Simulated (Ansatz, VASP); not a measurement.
## HgH3: VASP beside Ansatz

```
Hg H
1.0
     5.39905    0.00000    0.00000
    -2.69953    4.67572    0.00000
     0.00000    0.00000    3.83281
Hg H
1 3
Direct
  0.00000 0.00000 0.00000
  0.00000 0.00000 0.50000
  0.66667 0.33333 0.40178
  0.66667 0.33333 0.59822
```

Change from the starting cell: species swapped into the Tb3Pr type (P-6m2, No. 187).

Alike in both runs: functional PBE; k mesh 12 × 12 × 12; occupations gaussian, width 0.1 eV; no spin polarisation.

Ansatz relaxed the structure, and its values are those at the end. VASP's run is a single point on that final structure, the one shown.

|  | VASP | Ansatz |
| --- | --- | --- |
| version | VASP 6.6.1 | Ansatz 0.2.0 |
| potentials or method | VASP PAW PBE potentials, release 64 (Hg, H), cutoff 520 eV | scalar-relativistic, plane waves, PAW |
| valence electrons in the cell | 15 | 23 |

Ansatz gave:

| Quantity | Value |
| --- | --- |
| gap on the k mesh at the Fermi level (eV) | none |
| pressure (GPa) | 0.0 |
| rms of the force components (eV/Å) | 0.001 |

Problem. What did VASP give for the same quantities?

Solution. gap on the k mesh at the Fermi level (eV): none; pressure (GPa): 0.0; rms of the force components (eV/Å): 0.004.

A gap of «none» marks a metal or a gap that the smearing closes. With one functional, cell and mesh, what is left measures potentials, basis and numerics. VASP's potentials hold 15 valence electrons a cell and Ansatz's 23, so a difference there can come from the potentials and not from the codes.

Neither program's run includes spin-orbit coupling.
